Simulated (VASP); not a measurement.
# SbTe2O3 (P6/mmm) in VASP: relaxation of cell and atoms with PBE

Aim: the relaxation of cell and atoms of SbTe2O3 with PBE.

Everything below comes from runs of VASP 6.6.1. Logs are shortened: lines on timing, memory, paths and dates and some standing lists are left out, and cuts for length are marked.

### 1 The cell of the first run

It takes space group P6/mmm (No. 191, hexagonal). Conventional cell: a = 5.510 Å, b = 5.510 Å, c = 3.683 Å, α = 90.00°, β = 90.00°, γ = 120.00°. Sb (site symmetry 6/mmm) has 6 O at 2.75 Å and 12 Te at 3.68 Å and 2 Sb at 3.68 Å within 3.7 Å. Within 3.2 Å of Te (site symmetry -6m2) lie 6 O at 2.43 Å and 3 Te at 3.18 Å. O (site symmetry mmm) has 4 Te at 2.43 Å and 4 O at 2.75 Å and 2 Sb at 2.75 Å within 3.2 Å.

The cell was generated, and may not be a known phase.

### 2 Relaxation of cell and atoms, PBE

INCAR reads:

```
SYSTEM = SbTe2O3
  PREC = Accurate
  ENCUT = 600
  EDIFF = 1E-7
  ISMEAR = 0
  SIGMA = 0.1
  LREAL = .False.
  LASPH = .True.
  NELM = 60
  ALGO = Normal
  ISIF = 3
  LWAVE = .False.
  LCHARG = .False.
  GGA = PE
  IBRION = 2
  NSW = 100
  EDIFFG = -0.01
```

KPOINTS reads:

```
Automatic mesh
0
Gamma
  12 12 10
  0 0 0
```

POSCAR reads:

```
SbTe2O3
1.0
    5.5097830705      0.0000000000      0.0000000000
   -2.7548915353      4.7716121084      0.0000000000
    0.0000000000      0.0000000000      3.6827874938
Sb Te O
1 2 3
Direct
    0.0000000000      0.0000000000      0.0000000000
    0.3333333333      0.6666666667      0.5000000000
    0.6666666667      0.3333333333      0.5000000000
    0.5000000000      0.0000000000      0.0000000000
    0.0000000000      0.5000000000      0.0000000000
    0.5000000000      0.5000000000      0.0000000000
```

Potentials or basis: VASP PAW PBE potentials, release 64 (Sb, Te, O).

Started as:

```bash
cat potpaw_PBE.64/Sb/POTCAR potpaw_PBE.64/Te/POTCAR potpaw_PBE.64/O/POTCAR > POTCAR
mpirun -np 1 vasp_std > vasp.out
```

OUTCAR:

```text
SYSTEM = SbTe2O3
   PREC = Accurate
   ENCUT = 600
   EDIFF = 1E-7
   ISMEAR = 0
   LREAL = .False.
   LASPH = .True.
   NELM = 60
   ISIF = 3
   GGA = PE
   IBRION = 2
   NSW = 100
   EDIFFG = -0.01

 ion  position               nearest neighbor table
   1  0.000  0.000  0.000-   6 2.75   6 2.75   4 2.75   4 2.75   5 2.75   5 2.75   3 3.68   3 3.68
                             2 3.68   2 3.68   2 3.68   3 3.68   2 3.68   3 3.68   2 3.68   3 3.68
   2  0.333  0.667  0.500-   5 2.43   5 2.43   4 2.43   4 2.43   6 2.43   6 2.43   3 3.18   3 3.18
                             3 3.18   1 3.68   1 3.68   1 3.68   1 3.68   1 3.68   1 3.68
   3  0.667  0.333  0.500-   5 2.43   5 2.43   4 2.43   4 2.43   6 2.43   6 2.43   2 3.18   2 3.18
                             2 3.18   1 3.68   1 3.68   1 3.68   1 3.68   1 3.68   1 3.68
   4  0.500  0.000  0.000-   2 2.43   3 2.43   2 2.43   3 2.43   1 2.75   1 2.75
   5  0.000  0.500  0.000-   2 2.43   3 2.43   2 2.43   3 2.43   1 2.75   1 2.75
   6  0.500  0.500  0.000-   2 2.43   3 2.43   2 2.43   3 2.43   1 2.75   1 2.75

  LATTYP: Found a hexagonal cell.
 ALAT       =     5.5097830705
 C/A-ratio  =     0.6684088006

  Lattice vectors:

 A1 = (   5.5097830705,   0.0000000000,   0.0000000000)
 A2 = (  -2.7548915353,   4.7716121084,   0.0000000000)
 A3 = (   0.0000000000,   0.0000000000,   3.6827874938)

Analysis of symmetry for initial positions (statically):
=====================================================================
 Subroutine PRICEL returns:
 Original cell was already a primitive cell.

 Routine SETGRP: Setting up the symmetry group for a
 hexagonal supercell.

 Subroutine GETGRP returns: Found 24 space group operations
 (whereof 24 operations were pure point group operations)
 out of a pool of 24 trial point group operations.

The static configuration has the point symmetry D_6h.

Analysis of symmetry for dynamics (positions and initial velocities):
=====================================================================
 Subroutine PRICEL returns:
 Original cell was already a primitive cell.

 Routine SETGRP: Setting up the symmetry group for a
 hexagonal supercell.

 Subroutine GETGRP returns: Found 24 space group operations
 (whereof 24 operations were pure point group operations)
 out of a pool of 24 trial point group operations.

The dynamic configuration has the point symmetry D_6h.

 Subroutine INISYM returns: Found 24 space group operations
 (whereof 24 operations are pure point group operations),
 and found     1 'primitive' translations

----------------------------------------------------------------------------------------

                                     Primitive cell

  volume of cell :      96.8225

  direct lattice vectors                    reciprocal lattice vectors
     5.509783071  0.000000000  0.000000000     0.181495349  0.104786388  0.000000000
    -2.754891535  4.771612108  0.000000000     0.000000000  0.209572777  0.000000000
     0.000000000  0.000000000  3.682787494     0.000000000  0.000000000  0.271533452

  length of vectors
     5.509783071  5.509783071  3.682787494     0.209572777  0.209572777  0.271533452

  position of ions in fractional coordinates (direct lattice)
     0.000000000  0.000000000  0.000000000
     0.333333333  0.666666667  0.500000000
     0.666666667  0.333333333  0.500000000
     0.500000000  0.000000000  0.000000000
     0.000000000  0.500000000  0.000000000
     0.500000000  0.500000000  0.000000000

  ion indices of the primitive-cell ions
   primitive index   ion index
                 1           1
                 2           2
                 3           3
                 4           4
                 5           5
                 6           6

----------------------------------------------------------------------------------------

 KPOINTS: Automatic mesh

Automatic generation of k-mesh.
 Grid dimensions read from file:
 generate k-points for:   12   12   10

 Generating k-lattice:

  Cartesian coordinates                     Fractional coordinates (reciprocal lattice)
     0.015124612  0.008732199  0.000000000     0.083333333  0.000000000  0.000000000
     0.000000000  0.017464398  0.000000000     0.000000000  0.083333333  0.000000000
     0.000000000  0.000000000  0.027153345     0.000000000  0.000000000  0.100000000

  Length of vectors
     0.017464398  0.017464398  0.027153345

  Shift w.r.t. Gamma in fractional coordinates (k-lattice)
     0.000000000  0.000000000  0.000000000

 Subroutine IBZKPT returns following result:
 ===========================================

 Found    114 irreducible k-points:

 Following reciprocal coordinates:
            Coordinates               Weight
  0.000000  0.000000  0.000000      1.000000
  0.083333 -0.000000  0.000000      6.000000
  0.166667 -0.000000  0.000000      6.000000
  0.250000  0.000000  0.000000      6.000000
  0.333333  0.000000  0.000000      6.000000
  0.416667  0.000000  0.000000      6.000000
[... 16 lines left out ...]
  0.250000  0.000000  0.100000     12.000000
  0.333333  0.000000  0.100000     12.000000
 [... further k-points ...]
   k-points           NKPTS =    114   k-points in BZ     NKDIM =    114   number of bands    NBANDS=     21
   number of dos      NEDOS =    301   number of ions     NIONS =      6
   total plane-waves  NPLWV =  69120
   dimension x,y,z NGX =    48 NGY =   48 NGZ =   30
   dimension x,y,z NGXF=    96 NGYF=   96 NGZF=   60
   ions per type =               1   2   3
   NGX,Y,Z   is equivalent  to a cutoff of  14.48, 14.48, 13.54 a.u.
   NGXF,Y,Z  is equivalent  to a cutoff of  28.97, 28.97, 27.08 a.u.
 SYSTEM =  SbTe2O3
   PREC   = accura    normal or accurate (medium, high low for compatibility)
   ISTART =      0    job   : 0-new  1-cont  2-samecut
   ICHARG =      2    charge: 1-file 2-atom 10-const
   ISPIN  =      1    spin polarized calculation?
   LNONCOLLINEAR =      F non collinear calculations
   LSORBIT =      F    spin-orbit coupling
   LASPH  =      T    aspherical Exc in radial PAW
   ENCUT  =  600.0 eV  44.10 Ry    6.64 a.u.  11.00 11.00  7.36*2*pi/ulx,y,z
   NELM   =     60;   NELMIN=  2; NELMDL= -5     # of ELM steps
   EDIFF  = 0.1E-06   stopping-criterion for ELM
   LREAL  =      F    real-space projection
   EDIFFG = -.1E-01   stopping-criterion for IOM
   NSW    =    100    number of steps for IOM
   IBRION =      2    ionic relax: 0-MD 1-quasi-New 2-CG
   NFREE  =      1    steps in history (QN), initial steepest desc. (CG)
   ISIF   =      3    stress and relaxation
   ISYM   =      2    0-nonsym 1-usesym 2-fastsym
   POTIM  = 0.5000    time-step for ionic-motion
   TEBEG  =    0.0;   TEEND  =   0.0 temperature during run
   PSTRESS=    0.0 pullay stress
   NELECT =      35.0000    total number of electrons
   NUPDOWN=      -1.0000    fix difference up-down
   EMIN   =  10.00;   EMAX   =-10.00  energy-range for DOS
   EFERMI =   0.00;   METHOD = LEGACY
   ISMEAR =     0;   SIGMA  =   0.10  broadening in eV -4-tet -1-fermi 0-gaus
   EFERMI_NEDOS =   21; number of points for ismear=-14 and -15
   IALGO  =     38    algorithm
   IMIX   =      4    mixing-type and parameters
     AMIX     =   0.40;   BMIX     =  1.00
     AMIX_MAG =   1.60;   BMIX_MAG =  1.00
  volume/ion in A,a.u.               =      16.14       108.90
  Fermi-wavevector in a.u.,A,eV,Ry     =   1.166197  2.203794 18.504147  1.360016
  Thomas-Fermi vector in A             =   2.302714
   LORBIT       =      0    0 simple, 1 ext, 2 COOP (PROOUT), +10 PAW based schemes
   GGA     = PE    functional components
   LHFCALC =     F    Hartree Fock is set to
   AEXX    =    0.0000 exact exchange contribution
   IVDW    =     0    specifies the selected vdW correction
   LEPSILON=     F    determine dielectric tensor
   LRPA    =     F    only Hartree local field effects (RPA)
 conjugate gradient relaxation of ions
 non-spin polarized calculation
 Gauss-broadening in eV      SIGMA  =   0.10
  energy-cutoff  :      600.00
  volume of cell :       96.82
 maximum number of plane-waves:      3258
 NGX is ok and might be reduce to    48
   NGX = 21   NGY = 21   NGZ = 15

--------------------------------------- Ionic step        1  -------------------------------------------

 number of electron      34.9999991 magnetization

 Free energy of the ion-electron system (eV)
  ---------------------------------------------------
  ext. energy  EPLUGINS =         0.00000000
  ---------------------------------------------------
  free energy    TOTEN  =       -25.47863544 eV

  energy without entropy =      -25.46712903  energy(sigma->0) =      -25.47288223

------------------------ aborting loop because EDIFF is reached ----------------------------------------

  FORCE on cell =-STRESS in cart. coord.  units (eV):
  Direction    XX          YY          ZZ          XY          YZ          ZX
  --------------------------------------------------------------------------------------
  -------------------------------------------------------------------------------------
  Total       -0.0730167     -0.0730167     -1.2185023      0.0000000      0.0000000      0.0000000
  in kB       -1.2082491     -1.2082491    -20.1632559      0.0000000      0.0000000      0.0000000
  external PRESSURE =      -7.5265847 kB  Pullay stress =       0.0000000 kB
[... 145 lines left out ...]
  energy  without entropy=      -25.4746663960  energy(sigma->0) =      -25.48009002

--------------------------------------- Ionic step        5  -------------------------------------------

 number of electron      34.9999997 magnetization

 Free energy of the ion-electron system (eV)
  ---------------------------------------------------
  ext. energy  EPLUGINS =         0.00000000
  ---------------------------------------------------
  free energy    TOTEN  =       -25.48614425 eV

  energy without entropy =      -25.47568310  energy(sigma->0) =      -25.48091368

 E-fermi :   8.7774     XC(G=0): -10.9324

 val. band max:        8.7521034396   @ k =   0.1667  -0.0000   0.3000
 cond. band min:       8.7872414085   @ k =   0.3333   0.0833   0.1000
 fundamental gap:      0.0351379688
 Fermi energy:         8.7773817287

 k-point     1 :       0.0000    0.0000    0.0000
  band No.  band energies     occupation
      1     -11.2814      2.00000
      2      -9.5688      2.00000
      3      -9.5688      2.00000
      4      -3.3549      2.00000
      5      -2.0399      2.00000
      6      -0.5096      2.00000
[... 550 lines left out ...]
      5      -2.3638      2.00000
      6      -1.3340      2.00000
[... 13 lines left out ...]
     20      10.2472      0.00000
     21      10.5083      0.00000

 [... further k-points ...]
[... 5 lines left out ...]
  --------------------------------------------------------------------------------------
  -------------------------------------------------------------------------------------
  Total       -0.0061431     -0.0061431      0.0219926      0.0000000     -0.0000000      0.0000000
  in kB       -0.1018173     -0.1018173      0.3645126      0.0000000     -0.0000000      0.0000000
  external PRESSURE =       0.0536260 kB  Pullay stress =       0.0000000 kB
[... 21 lines left out ...]
  FREE ENERGIE OF THE ION-ELECTRON SYSTEM (eV)
  ---------------------------------------------------
  free  energy   TOTEN  =       -25.4861442529 eV

  energy  without entropy=      -25.4756831032  energy(sigma->0) =      -25.48091368

 reached required accuracy - stopping structural energy minimisation
```

Wall time 28 min (1 thread of Intel Xeon 8259CL, shared host); peak memory 0.48 GiB.

Results:

```
Free energy                           : -25.4861 eV
Relaxed volume                        : 16.11 Å³/atom
Relaxed cell                          : a = 5.542 Å, b = 5.542 Å, c = 3.635 Å, α = 90.00°, β = 90.00°, γ = 120.00°
Space group after relaxing (to 0.1 Å) : P6/mmm (No. 191)
Energy gained by relaxing             : 1.3 meV/atom
Ionic steps                           : 5
Pressure after relaxing               : 0.0 GPa
Band gap on the k mesh                : zero (an odd number of electrons rules out a gap without spin polarisation)
```

Step by step:
| step | energy change (eV) | largest force (eV/Å) | pressure (GPa) | volume (Å³) |
| --- | --- | --- | --- | --- |
| 1 | 0.0000 | 0.0000 | -0.75 | 96.82 |
| 2 | -0.0047 | 0.0000 | 0.72 | 95.76 |
| 3 | -0.0049 | 0.0000 | 0.43 | 95.96 |
| 4 | -0.0069 | 0.0000 | 0.22 | 96.30 |
| 5 | -0.0075 | 0.0000 | 0.01 | 96.67 |

Final structure:
```xyz
6
Lattice="5.5417 0.0000 0.0000 -2.7708 4.7992 0.0000 0.0000 0.0000 3.6346" Properties=species:S:1:pos:R:3 pbc="T T T"
Sb    0.0000    0.0000    0.0000
Te    0.0000    3.1995    1.8173
Te    2.7708    1.5997    1.8173
O     2.7708    0.0000    0.0000
O    -1.3854    2.3996    0.0000
O     1.3854    2.3996    0.0000
```

Caveat: spin-orbit coupling is left out, which moves the levels of the heavy elements; an odd number of electrons without spin polarisation forces a metal; a magnetic or distorted state may lie lower.

The gap in the log of VASP goes by the Fermi energy; the results here count the filled bands.